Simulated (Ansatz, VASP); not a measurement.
Re: VASP beside Ansatz

```
Re
1.0
     2.77482    0.00000    0.00000
    -1.38741    2.40307    0.00000
     0.00000    0.00000    4.48422
Re
2
Cartesian
  0.0000 1.6840 1.1211
  1.3874 0.7190 3.3632
```

Change from the starting cell: mode 4 frozen in at +0.000 Å and mode 6 at +0.082 Å (largest displacements).

Alike in both runs: task single point; functional PBE; k mesh 18 × 18 × 10; occupations gaussian, width 0.15 eV; no spin polarisation.

|  | VASP | Ansatz |
| --- | --- | --- |
| version | VASP 6.6.1 | Ansatz 0.2.0 |
| potentials or method | VASP PAW PBE potentials, release 64 (Re), cutoff 520 eV | scalar-relativistic, plane waves, PAW |
| valence electrons in the cell | 14 | 30 |

|  | VASP | Ansatz | Ansatz less VASP |
| --- | --- | --- | --- |
| gap on the k mesh at the Fermi level (eV) | none | none | - |
| pressure (GPa) | 0.6 | 1.1 | +0.51 |
| traceless stress, the component that is largest in VASP (GPa) | 2.43 | 2.44 | +0.010 |
| rms of the force components (eV/Å) | 0.408 | 0.425 | +0.0169 |

Atom by atom the forces differ by 0.017 eV/Å (rms over components). A gap of «none» marks a metal or a gap that the smearing closes. The functional is the same, so the differences come from potentials, cutoffs and numerics. VASP's potentials hold 14 valence electrons a cell and Ansatz's 30, so a difference there can come from the potentials and not from the codes.

Neither program's run includes spin-orbit coupling.
